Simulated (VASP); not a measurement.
# SnO2 (P4_2/mnm) in VASP: a series of runs

SnO2 is run at these levels: r2SCAN; tasks: single point.

Everything below comes from runs of VASP 6.6.1. Logs are shortened: lines on timing, memory, paths and dates and some standing lists are left out, and cuts for length are marked.

**1. The cell of the first run**

The structure is tetragonal, space group P4_2/mnm (No. 136). The conventional cell has a = 4.760 Å, b = 4.760 Å, c = 3.201 Å, α = 90.00°, β = 90.00°, γ = 90.00°. Sn (site symmetry mmm) has 6 O at 2.06 to 2.07 Å within 2.7 Å. Within 2.7 Å of O (site symmetry m2m) lie 3 Sn at 2.06 to 2.07 Å and 1 O at 2.61 Å.

**2. Single point, r2SCAN (12.09 Å³/atom)**

The input, POSCAR:

```
SnO2
1.0
    4.7602402987      0.0000000000      0.0000000000
    0.0000000000      4.7602402987      0.0000000000
    0.0000000000      0.0000000000      3.2007837667
Sn O
2 4
Direct
    0.0000000000      0.0000000000      0.0000000000
    0.5000000000      0.5000000000      0.5000000000
    0.3059140393      0.3059140393      0.0000000000
    0.8059140393      0.1940859607      0.5000000000
    0.1940859607      0.8059140393      0.5000000000
    0.6940859607      0.6940859607      0.0000000000
```

The input, INCAR.step1:

```
SYSTEM = SnO2
PREC     = Accurate       ! precision mode
ENCUT    = 520            ! plane-wave cutoff, eV
ISMEAR   = 0              ! smearing method
SIGMA    = 0.05           ! smearing width, eV
LREAL    = .False.        ! projectors in reciprocal space
LASPH    = .True.         ! aspherical terms in the spheres
NELM     = 100            ! most SCF steps
NBANDS   = 35             ! bands
GGA      = PE             ! functional
ALGO     = Normal         ! electronic algorithm
EDIFF    = 1E-4           ! SCF threshold, eV
LWAVE    = .True.         ! write WAVECAR
LCHARG   = .False.        ! write CHGCAR
```

The input, INCAR.step2:

```
SYSTEM = SnO2
PREC     = Accurate       ! precision mode
ENCUT    = 520            ! plane-wave cutoff, eV
EDIFF    = 1E-6           ! SCF threshold, eV
ISMEAR   = 0              ! smearing method
SIGMA    = 0.05           ! smearing width, eV
LREAL    = .False.        ! projectors in reciprocal space
LASPH    = .True.         ! aspherical terms in the spheres
NELM     = 100            ! most SCF steps
ALGO     = Normal         ! electronic algorithm
ISIF     = 2              ! what is computed and relaxed
LWAVE    = .False.        ! write WAVECAR
LCHARG   = .False.        ! write CHGCAR
METAGGA  = R2SCAN         ! meta-GGA
LMIXTAU  = .True.       
NBANDS   = 35             ! bands
ISTART   = 1
```

The input, KPOINTS:

```
regular mesh
0
Gamma
  6 6 10
  0 0 0
```

Potentials or basis: VASP PAW PBE potentials, release 64 (Sn_d, O).

On the command line:

```sh
cat potpaw_PBE.64/Sn_d/POTCAR potpaw_PBE.64/O/POTCAR > POTCAR
cp INCAR.step1 INCAR
mpirun -np 1 vasp_std > vasp.out
cp INCAR.step2 INCAR
mpirun -np 1 vasp_std > vasp.out
```

OUTCAR:

```text
SYSTEM = SnO2
   PREC = Accurate
   ENCUT = 520
   EDIFF = 1E-6
   ISMEAR = 0
   LREAL = .False.
   LASPH = .True.
   NELM = 100
   ISIF = 2
   METAGGA = R2SCAN
   ISTART = 1

 ion  position               nearest neighbor table
   1  0.000  0.000  0.000-   3 2.06   6 2.06   5 2.07   4 2.07   4 2.07   5 2.07   2 3.73   2 3.73
                             2 3.73   2 3.73   2 3.73   2 3.73   2 3.73   2 3.73
   2  0.500  0.500  0.500-   4 2.06   5 2.06   3 2.07   6 2.07   3 2.07   6 2.07   1 3.73   1 3.73
                             1 3.73   1 3.73   1 3.73   1 3.73   1 3.73   1 3.73
   3  0.306  0.306  0.000-   1 2.06   2 2.07   2 2.07
   4  0.806  0.194  0.500-   2 2.06   1 2.07   1 2.07
   5  0.194  0.806  0.500-   2 2.06   1 2.07   1 2.07
   6  0.694  0.694  0.000-   1 2.06   2 2.07   2 2.07

  LATTYP: Found a simple tetragonal cell.
 ALAT       =     4.7602402987
 C/A-ratio  =     0.6723996197

  Lattice vectors:

 A1 = (   4.7602402987,   0.0000000000,   0.0000000000)
 A2 = (   0.0000000000,   4.7602402987,   0.0000000000)
 A3 = (   0.0000000000,   0.0000000000,   3.2007837667)

Analysis of symmetry for initial positions (statically):
=====================================================================
 Subroutine PRICEL returns:
 Original cell was already a primitive cell.

 Routine SETGRP: Setting up the symmetry group for a
 simple tetragonal supercell.

 Subroutine GETGRP returns: Found 16 space group operations
 (whereof  8 operations were pure point group operations)
 out of a pool of 16 trial point group operations.

The static configuration has the point symmetry D_2h.
 The point group associated with its full space group is D_4h.

Analysis of symmetry for dynamics (positions and initial velocities):
=====================================================================
 Subroutine PRICEL returns:
 Original cell was already a primitive cell.

 Routine SETGRP: Setting up the symmetry group for a
 simple tetragonal supercell.

 Subroutine GETGRP returns: Found 16 space group operations
 (whereof  8 operations were pure point group operations)
 out of a pool of 16 trial point group operations.

The dynamic configuration has the point symmetry D_2h.
 The point group associated with its full space group is D_4h.

 Subroutine INISYM returns: Found 16 space group operations
 (whereof  8 operations are pure point group operations),
 and found     1 'primitive' translations

----------------------------------------------------------------------------------------

                                     Primitive cell

  volume of cell :      72.5294

  direct lattice vectors                    reciprocal lattice vectors
     4.760240299  0.000000000  0.000000000     0.210073428  0.000000000  0.000000000
     0.000000000  4.760240299  0.000000000     0.000000000  0.210073428  0.000000000
     0.000000000  0.000000000  3.200783767     0.000000000  0.000000000  0.312423479

  length of vectors
     4.760240299  4.760240299  3.200783767     0.210073428  0.210073428  0.312423479

  position of ions in fractional coordinates (direct lattice)
     0.000000000  0.000000000  0.000000000
     0.500000000  0.500000000  0.500000000
     0.305914039  0.305914039  0.000000000
     0.805914039  0.194085961  0.500000000
     0.194085961  0.805914039  0.500000000
     0.694085961  0.694085961  0.000000000

  ion indices of the primitive-cell ions
   primitive index   ion index
                 1           1
                 2           2
                 3           3
                 4           4
                 5           5
                 6           6

----------------------------------------------------------------------------------------

 KPOINTS: regular mesh

Automatic generation of k-mesh.
 Grid dimensions read from file:
 generate k-points for:    6    6   10

 Generating k-lattice:

  Cartesian coordinates                     Fractional coordinates (reciprocal lattice)
     0.035012238  0.000000000  0.000000000     0.166666667  0.000000000  0.000000000
     0.000000000  0.035012238  0.000000000     0.000000000  0.166666667  0.000000000
     0.000000000  0.000000000  0.031242348     0.000000000  0.000000000  0.100000000

  Length of vectors
     0.035012238  0.035012238  0.031242348

  Shift w.r.t. Gamma in fractional coordinates (k-lattice)
     0.000000000  0.000000000  0.000000000

 Subroutine IBZKPT returns following result:
 ===========================================

 Found     60 irreducible k-points:

 Following reciprocal coordinates:
            Coordinates               Weight
  0.000000  0.000000  0.000000      1.000000
  0.166667  0.000000  0.000000      4.000000
  0.333333  0.000000  0.000000      4.000000
  0.500000  0.000000  0.000000      2.000000
  0.166667  0.166667  0.000000      4.000000
  0.333333  0.166667  0.000000      8.000000
[... 16 lines left out ...]
  0.333333  0.000000  0.200000      8.000000
[... 36 lines left out ...]
   EFERMI_NEDOS =   21; number of points for ismear=-14 and -15
   IALGO  =     38    algorithm
   IMIX   =      4    mixing-type and parameters
     AMIX     =   0.40;   BMIX     =  1.00
     AMIX_MAG =   1.60;   BMIX_MAG =  1.00
  volume/ion in A,a.u.               =      12.09        81.58
  Fermi-wavevector in a.u.,A,eV,Ry     =   1.465226  2.768875 29.210170  2.146887
  Thomas-Fermi vector in A             =   2.581108
   LORBIT       =      0    0 simple, 1 ext, 2 COOP (PROOUT), +10 PAW based schemes
   METAGGA = R2SCAN    functional components
   LHFCALC =     F    Hartree Fock is set to
   AEXX    =    0.0000 exact exchange contribution
   IVDW    =     0    specifies the selected vdW correction
   LEPSILON=     F    determine dielectric tensor
   LRPA    =     F    only Hartree local field effects (RPA)
 non-spin polarized calculation
 Gauss-broadening in eV      SIGMA  =   0.05
  energy-cutoff  :      520.00
  volume of cell :       72.53
 maximum number of plane-waves:      1992
 NGX is ok and might be reduce to    36
   NGX = 17   NGY = 17   NGZ = 11

 number of electron      52.0000003 magnetization

 Free energy of the ion-electron system (eV)
  ---------------------------------------------------
  ext. energy  EPLUGINS =         0.00000000
  ---------------------------------------------------
  free energy    TOTEN  =       -84.62964298 eV

  energy without entropy =      -84.62964298  energy(sigma->0) =      -84.62964298

 E-fermi :   5.8670     XC(G=0): -11.9687

 val. band max:        5.5559158118   @ k =   0.0000   0.0000   0.0000
 cond. band min:       7.3487317352   @ k =   0.0000   0.0000   0.0000
 fundamental gap:      1.7928159234
 Fermi energy:         5.8670006839

 k-point     1 :       0.0000    0.0000    0.0000
  band No.  band energies     occupation
      1     -16.1810      2.00000
      2     -15.2683      2.00000
      3     -14.9682      2.00000
      4     -14.9682      2.00000
      5     -14.9458      2.00000
      6     -14.9070      2.00000
[... 27 lines left out ...]
     34      18.6507      0.00000
     35      18.9955      0.00000

 k-point     2 :       0.1667    0.0000    0.0000
  band No.  band energies     occupation
      1     -16.1339      2.00000
      2     -15.3275      2.00000
      3     -14.9666      2.00000
      4     -14.9666      2.00000
      5     -14.9477      2.00000
      6     -14.9468      2.00000
[... 27 lines left out ...]
     34      18.6144      0.00000
     35      18.9422      0.00000

 k-point     3 :       0.3333    0.0000    0.0000
  band No.  band energies     occupation
      1     -15.9959      2.00000
      2     -15.5269      2.00000
      3     -14.9729      2.00000
      4     -14.9634      2.00000
      5     -14.9632      2.00000
      6     -14.9540      2.00000
[... 27 lines left out ...]
     34      18.6094      0.00000
     35      18.8804      0.00000
[... 723 lines left out ...]
 k-point    23 :       0.3333    0.0000    0.2000
  band No.  band energies     occupation
      1     -15.8884      2.00000
      2     -15.6144      2.00000
      3     -15.2942      2.00000
      4     -15.1210      2.00000
      5     -14.8687      2.00000
      6     -14.8626      2.00000
[... 27 lines left out ...]
     34      18.7369      0.00000
     35      18.7667      0.00000

 k-point    24 :       0.5000    0.0000    0.2000
  band No.  band energies     occupation
      1     -15.7664      2.00000
      2     -15.7664      2.00000
      3     -15.2108      2.00000
      4     -15.2108      2.00000
      5     -14.8607      2.00000
      6     -14.8607      2.00000
[... 27 lines left out ...]
     34      18.8246      0.00000
     35      19.1957      0.00000

 [... further k-points ...]

------------------------ aborting loop because EDIFF is reached ----------------------------------------

  FORCE on cell =-STRESS in cart. coord.  units (eV):
  Direction    XX          YY          ZZ          XY          YZ          ZX
  --------------------------------------------------------------------------------------
  -------------------------------------------------------------------------------------
  Total        0.4054905      0.4054905      0.6387367      0.0000000      0.0000000      0.0000000
  in kB        8.9573020      8.9573020     14.1097189      0.0000000      0.0000000      0.0000000
  external PRESSURE =      10.6747743 kB  Pullay stress =       0.0000000 kB

 VOLUME and BASIS-vectors are now :
 -----------------------------------------------------------------------------
  energy-cutoff  :      520.00
  volume of cell :       72.53
      direct lattice vectors                 reciprocal lattice vectors
     4.760240299  0.000000000  0.000000000     0.210073428  0.000000000  0.000000000
     0.000000000  4.760240299  0.000000000     0.000000000  0.210073428  0.000000000
     0.000000000  0.000000000  3.200783767     0.000000000  0.000000000  0.312423479

 POSITION                                       TOTAL-FORCE (eV/Angst)
 -----------------------------------------------------------------------------------
      0.00000      0.00000      0.00000         0.000000      0.000000     -0.000000
      2.38012      2.38012      1.60039         0.000000      0.000000     -0.000000
      1.45622      1.45622      0.00000        -0.019921     -0.019921     -0.000000
      3.83634      0.92390      1.60039        -0.019921      0.019921      0.000000
      0.92390      3.83634      1.60039         0.019921     -0.019921     -0.000000
      3.30402      3.30402      0.00000         0.019921      0.019921      0.000000
 -----------------------------------------------------------------------------------
    total drift:                                0.000000      0.000000      0.000000

  FREE ENERGIE OF THE ION-ELECTRON SYSTEM (eV)
  ---------------------------------------------------
  free  energy   TOTEN  =       -84.6296429831 eV

  energy  without entropy=      -84.6296429831  energy(sigma->0) =      -84.62964298
```

Run time: 5.2 min. Hardware: 1 thread of Intel Xeon Platinum 8259CL at 2.50GHz (Skylake/Cascade Lake), shared host; peak memory 0.25 GiB.

Results:

| Property | Result |
| --- | --- |
| Free energy | -84.6296 eV |
| Pressure | 1.1 GPa |
| Largest force | 0.028 eV/Å |
| Band gap on the k mesh | 1.79 eV |

Forces in eV/Å, atoms in the order of the input:
```
Sn   0.000  0.000  0.000
Sn   0.000  0.000  0.000
O   -0.020 -0.020  0.000
O   -0.020  0.020  0.000
O    0.020 -0.020  0.000
O    0.020  0.020  0.000
```

Stress tensor (GPa, compression positive):
```
0.90 0.00 0.00
0.00 0.90 0.00
0.00 0.00 1.41
```

Levels at points of the mesh, in eV from the valence-band top:
```tsv
k point	band 24	band 25	band 26	band 27	band 28	band 29
(0.00, 0.00, 0.00)	-0.78	-0.78	0.00	1.79	6.81	7.05
(0.50, 0.00, 0.00)	-1.17	-0.62	-0.62	5.00	5.00	7.81
(0.50, 0.50, 0.00)	-1.30	-0.92	-0.92	5.44	5.44	8.22
(0.00, 0.00, 0.50)	-1.67	-1.27	-1.27	6.87	6.87	10.53
(0.50, 0.00, 0.50)	-1.11	-0.69	-0.69	7.15	7.15	8.85
(0.50, 0.50, 0.50)	-0.96	-0.85	-0.85	5.52	5.52	9.65
```

Caveat: the PAW data sets were made with another functional, which shifts forces and pressure a little; spin-orbit coupling is left out, which moves the levels of the heavy elements.

**3. Single point, r2SCAN (12.33 Å³/atom)**

This run uses another cell than the first one, of 12.33 Å³/atom.

The input, POSCAR:

```
SnO2
1.0
    4.7993677852      0.0000000000      0.0000000000
    0.0000000000      4.7993677852      0.0000000000
    0.0000000000      0.0000000000      3.2117830119
Sn O
2 4
Direct
    0.0000000000      0.0000000000      0.0000000000
    0.5000000000      0.5000000000      0.5000000000
    0.3063210810      0.3063210810      0.0000000000
    0.8063210810      0.1936789190      0.5000000000
    0.1936789190      0.8063210810      0.5000000000
    0.6936789190      0.6936789190      0.0000000000
```

The input, INCAR.step1:

```
SYSTEM = SnO2
  PREC = Accurate
  ENCUT = 520
  ISMEAR = 0
  SIGMA = 0.05
  LREAL = .FALSE.
  LASPH = .TRUE.
  NELM = 60
  NBANDS = 35
  GGA = PE
  ALGO = Normal
  EDIFF = 1E-4
  LWAVE = .TRUE.
  LCHARG = .FALSE.
```

The input, INCAR.step2:

```
SYSTEM = SnO2
  PREC = Accurate
  ENCUT = 520
  EDIFF = 1E-7
  ISMEAR = 0
  SIGMA = 0.05
  LREAL = .FALSE.
  LASPH = .TRUE.
  NELM = 60
  ALGO = Normal
  ISIF = 2
  LWAVE = .FALSE.
  LCHARG = .TRUE.
  METAGGA = R2SCAN
  LMIXTAU = .TRUE.
  LELF = .TRUE.
  LVHAR = .TRUE.
  NBANDS = 35
  ISTART = 1
```

The input, KPOINTS:

```
Automatic mesh
0
G
  6 6 10
  0 0 0
```

Potentials or basis: VASP PAW PBE potentials, release 64 (Sn_d, O).

On the command line:

```sh
cat potpaw_PBE.64/Sn_d/POTCAR potpaw_PBE.64/O/POTCAR > POTCAR
cp INCAR.step1 INCAR
mpirun -np 1 vasp_std > vasp.out
cp INCAR.step2 INCAR
mpirun -np 1 vasp_std > vasp.out
```

Wall time 5.8 min (1 thread of Intel Xeon Platinum 8259CL at 2.50GHz (Skylake/Cascade Lake), shared host); peak memory 0.26 GiB.

The run converged. Its results:

| Property | Result |
| --- | --- |
| Free energy | -84.6230 eV |
| Pressure | -2.8 GPa |
| Largest force | 0.031 eV/Å |
| Band gap on the k mesh | 1.58 eV |

Forces on the atoms (eV/Å):
```
Sn   0.000  0.000  0.000
Sn   0.000  0.000  0.000
O   -0.022 -0.022  0.000
O   -0.022  0.022  0.000
O    0.022 -0.022  0.000
O    0.022  0.022  0.000
```

Stress tensor (GPa, compression positive):
```
-3.00  0.00  0.00
 0.00 -3.00  0.00
 0.00  0.00 -2.48
```

Levels at points of the mesh, in eV from the valence-band top:
```
           k point  band 24  band 25  band 26  band 27  band 28  band 29
(0.00, 0.00, 0.00)    -0.76    -0.76     0.00     1.58     6.65     6.97
(0.50, 0.00, 0.00)    -1.16    -0.62    -0.62     4.79     4.79     7.71
(0.50, 0.50, 0.00)    -1.29    -0.91    -0.91     5.22     5.22     8.08
(0.00, 0.00, 0.50)    -1.61    -1.24    -1.24     6.64     6.64    10.37
(0.50, 0.00, 0.50)    -1.08    -0.71    -0.71     6.90     6.90     8.65
(0.50, 0.50, 0.50)    -0.95    -0.84    -0.84     5.33     5.33     9.52
```

Caveat: the PAW data sets were made with another functional, which shifts forces and pressure a little; spin-orbit coupling is left out, which moves the levels of the heavy elements.

**4. Single point, r2SCAN (12.57 Å³/atom)**

This run uses another cell than the first one, of 12.57 Å³/atom.

The input, POSCAR:

```
SnO2
1.0
    4.8387073790      0.0000000000      0.0000000000
    0.0000000000      4.8387073790      0.0000000000
    0.0000000000      0.0000000000      3.2217268049
Sn O
2 4
Direct
    0.0000000000      0.0000000000      0.0000000000
    0.5000000000      0.5000000000      0.5000000000
    0.3068154536      0.3068154536      0.0000000000
    0.8068154536      0.1931845464      0.5000000000
    0.1931845464      0.8068154536      0.5000000000
    0.6931845464      0.6931845464      0.0000000000
```

The input, INCAR.step1:

```
SYSTEM = SnO2
  PREC = Accurate
  ENCUT = 520
  ISMEAR = 0
  SIGMA = 0.05
  LREAL = .False.
  LASPH = .True.
  NELM = 60
  NBANDS = 35
  GGA = PE
  ALGO = Normal
  EDIFF = 1E-4
  LWAVE = .True.
  LCHARG = .False.
```

The input, INCAR.step2:

```
SYSTEM = SnO2
  PREC = Accurate
  ENCUT = 520
  EDIFF = 1E-7
  ISMEAR = 0
  SIGMA = 0.05
  LREAL = .False.
  LASPH = .True.
  NELM = 60
  ALGO = Normal
  ISIF = 2
  LWAVE = .False.
  LCHARG = .True.
  METAGGA = R2SCAN
  LMIXTAU = .True.
  LELF = .True.
  LVHAR = .True.
  NBANDS = 35
  ISTART = 1
```

The input, KPOINTS:

```
regular mesh
0
Gamma
  6 6 10
  0 0 0
```

On the command line:

```sh
cat potpaw_PBE.64/Sn_d/POTCAR potpaw_PBE.64/O/POTCAR > POTCAR
cp INCAR.step1 INCAR
mpirun -np 1 vasp_std > vasp.out
cp INCAR.step2 INCAR
mpirun -np 1 vasp_std > vasp.out
```

Run time: 6.7 min. Hardware: 1 thread of Intel Xeon Platinum 8259CL at 2.50GHz (Skylake/Cascade Lake), shared host; peak memory 0.26 GiB.

The run converged. Its results:

* Free energy: -84.5829 eV
* Pressure: -6.2 GPa
* Largest force: 0.034 eV/Å
* Band gap on the k mesh: 1.38 eV

Forces on the atoms (eV/Å):
```
Sn   0.000  0.000  0.000
Sn   0.000  0.000  0.000
O   -0.024 -0.024  0.000
O   -0.024  0.024  0.000
O    0.024 -0.024  0.000
O    0.024  0.024  0.000
```

Stress tensor (GPa, compression positive):
```
-6.43  0.00  0.00
 0.00 -6.43  0.00
 0.00  0.00 -5.89
```

Levels at points of the mesh, in eV from the valence-band top:
| k point | band 22 | band 23 | band 24 | band 25 | band 26 | band 27 | band 28 | band 29 | band 30 | band 31 |
| --- | --- | --- | --- | --- | --- | --- | --- | --- | --- | --- |
| (0.00, 0.00, 0.00) | -1.21 | -1.21 | -0.75 | -0.75 | 0.00 | 1.38 | 6.49 | 6.90 | 6.90 | 10.90 |
| (0.50, 0.00, 0.00) | -1.91 | -1.16 | -1.16 | -0.61 | -0.61 | 4.58 | 4.58 | 7.62 | 7.62 | 11.36 |
| (0.50, 0.50, 0.00) | -1.85 | -1.28 | -1.28 | -0.90 | -0.90 | 5.01 | 5.01 | 7.95 | 7.95 | 11.44 |
| (0.00, 0.00, 0.50) | -2.53 | -1.56 | -1.56 | -1.21 | -1.21 | 6.42 | 6.42 | 10.21 | 10.21 | 11.35 |
| (0.50, 0.00, 0.50) | -1.67 | -1.05 | -1.05 | -0.73 | -0.73 | 6.67 | 6.67 | 8.46 | 8.46 | 11.65 |
| (0.50, 0.50, 0.50) | -2.42 | -0.94 | -0.94 | -0.82 | -0.82 | 5.15 | 5.15 | 9.40 | 9.40 | 11.62 |

Caveat: the cell stands under tension; the PAW data sets were made with another functional, which shifts forces and pressure a little; spin-orbit coupling is left out, which moves the levels of the heavy elements.

**5. Summary**

| cell | gap on the mesh (eV) | pressure (GPa) | largest force (eV/Å) |
| --- | --- | --- | --- |
| a = 4.760, b = 4.760, c = 3.201 Å, 6 atoms | 1.79 | 1.1 | 0.03 |
| a = 4.799, b = 4.799, c = 3.212 Å, 6 atoms | 1.58 | -2.8 | 0.03 |
| a = 4.839, b = 4.839, c = 3.222 Å, 6 atoms | 1.38 | -6.2 | 0.03 |

Alike in all rows: task single point; level r2SCAN; potentials or basis VASP PAW PBE potentials, release 64 (Sn_d, O); no spin polarisation; k mesh 6 × 6 × 10; cutoff (eV) 520; smearing gaussian 0.05 eV.

Caveats: the PAW data sets were made with another functional, which shifts forces and pressure a little; spin-orbit coupling is left out, which moves the levels of the heavy elements; the cell stands under tension (at least some runs).

Total energies depend on the potentials used, so only differences within one code and one set of settings carry meaning.
